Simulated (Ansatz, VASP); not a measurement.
Se: VASP beside Ansatz

The input INCAR:

```
PREC = Accurate ; ENCUT = 520
EDIFF = 1E-8 ; ISMEAR = -1
SIGMA = 0.03 ; LREAL = F
LASPH = T ; NELM = 60
ALGO = Normal ; ISIF = 2
LWAVE = F ; LCHARG = F
LEFG = T ; NBANDS = 16
```

The input KPOINTS:

```
regular mesh
0
Gamma
  6 6 5
```

File POSCAR:

```
Se
1.0
    4.4098619484      0.0000000000      0.0000000000
   -2.2049309742      3.8190524745      0.0000000000
    0.0000000000      0.0000000000      4.9536000000
Se
3
Direct
    0.2254000000      0.0000000000      0.3333333333
    0.0000000000      0.2254000000      0.6666666667
    0.7746000000      0.7746000000      0.0000000000
```

Input for Ansatz:

```yaml
crystal:
  lattice:
    - [4.4098619484, 0.0, 0.0]
    - [-2.2049309742, 3.8190524745, 0.0]
    - [0.0, 0.0, 4.9536]
  atoms:
    - { symbol: Se, position: [0.2254, 0.0, 0.3333333333] }
    - { symbol: Se, position: [0.0, 0.2254, 0.6666666667] }
    - { symbol: Se, position: [0.7746, 0.7746, 0.0] }
kpoints:
  mp_grid: { grid: [6, 6, 5] }
scf:
  occupations: { method: fermi_dirac, width: 0.03 }
hamiltonian:
  xc: lda
  pseudopotentials: { kind: all_electron, datasets: crystal }
output:
  forces: true
  stress: true
  eigenvalues: true
  efg: { contact_densities: true }
```

Change from the starting cell: equal xx and yy strain of +1 %, crystal datasets.

Alike in both runs: task electric field gradients; functional LDA; k mesh 6 × 6 × 5; occupations fermi-dirac, width 0.03 eV; no spin polarisation.

```csv
,VASP,Ansatz
version,VASP 6.6.1,Ansatz 0.2.0
potentials or method,"VASP PAW LDA potentials, release 64 (Se), cutoff 520 eV","all-electron PAW with datasets made for the crystal, scalar-relativistic"
```

|  | VASP | Ansatz | Ansatz less VASP |
| --- | --- | --- | --- |
| gap on the k mesh at the Fermi level (eV) | 1.18 | 1.19 | +0.010 |
| pressure (GPa) | -1.9 | -2.1 | -0.19 |
| traceless stress, the component that is largest in VASP (GPa) | 0.78 | 0.71 | -0.072 |
| rms of the force components (eV/Å) | 0.040 | 0.013 | -0.0276 |
| size of Vzz on the site where it differs most (V/Å²) | 500.8 | 520.6 | +19.88 |

LDA's correlation is that of Perdew and Zunger in VASP and of Perdew and Wang (1992) in Ansatz. Atom by atom the forces differ by 0.028 eV/Å (rms over components). Ansatz ran all-electron here, and VASP with PAW potentials.
